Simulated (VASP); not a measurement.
Te6Mo3H (a cell with a defect): single point with PBEsol+D3(BJ)

Te6Mo3H (a cell with a defect):

```xyz
10
Lattice="3.4334 0.0000 0.0000 -1.7167 2.9734 0.0000 0.0000 0.0000 20.7704" Properties=species:S:1:pos:R:3 pbc="T T T"
Te    0.0000    0.0000   18.9546
Te    0.0000    1.9823   12.2916
Te    0.0000    1.9823    4.8459
Te    0.0000    1.9823   15.9246
Te    0.0000    1.9823    8.4789
Te    0.0000    0.0000    1.8158
Mo    0.0000    0.0000   14.1062
Mo    0.0000    0.0000    6.6642
Mo    0.0000    1.9823    0.0000
H    -0.3493   -1.9362   18.2228
```

| Property | Result |
| --- | --- |
| Program | VASP 6.6.1 |
| Task | single point |
| Functional | PBEsol |
| Dispersion | D3(BJ) |
| Potentials or basis | VASP PAW PBE potentials, release 64 (Te, Mo_sv, H) |
| Cutoff | 400 eV |
| k mesh | 9 × 9 × 2 |
| Occupations | gaussian, width 0.05 eV |
| Spin | no spin polarisation |

```json
{
 "Pressure": "0.9 GPa",
 "Largest force": "1.151 eV/Å",
 "Band gap on the k mesh": "zero (an odd number of electrons rules out a gap without spin polarisation)",
 "Dispersion energy per atom": "-0.504 eV"
}
```

Forces on the atoms (eV/Å):
```
Te   0.241  0.031 -0.203
Te   0.004  0.000 -0.053
Te  -0.010 -0.004 -0.053
Te  -0.041  0.022 -0.105
Te  -0.001  0.000  0.048
Te  -0.068 -0.008  0.063
Mo  -0.020 -0.004  0.063
Mo   0.000  0.000  0.008
Mo  -0.288  0.047  1.114
H    0.182 -0.085 -0.883
```

Stress tensor (GPa, compression positive):
```
 0.14 -0.24 -0.59
-0.24  0.22  0.03
-0.59  0.03  2.31
```

Levels at points of the mesh, in eV from the Fermi level:
| k point | band 36 | band 37 | band 38 | band 39 | band 40 | band 41 | band 42 | band 43 |
| --- | --- | --- | --- | --- | --- | --- | --- | --- |
| (0.00, 0.00, 0.00) | -1.25 | -1.12 | -0.68 | -0.22 | 1.64 | 2.38 | 2.76 | 2.79 |
| (0.00, 0.00, 0.50) | -1.25 | -1.02 | -0.69 | -0.22 | 1.64 | 2.38 | 2.77 | 2.80 |

Run time: 8.1 min on 1 thread of Oxide Virtual Turin-like Processor (shared host), peak memory 0.56 GiB.

Caveat: the PAW data sets were made with another functional, which shifts forces and pressure a little; spin-orbit coupling is left out, which moves the levels of the heavy elements; an odd number of electrons without spin polarisation forces a metal; a magnetic or distorted state may lie lower.
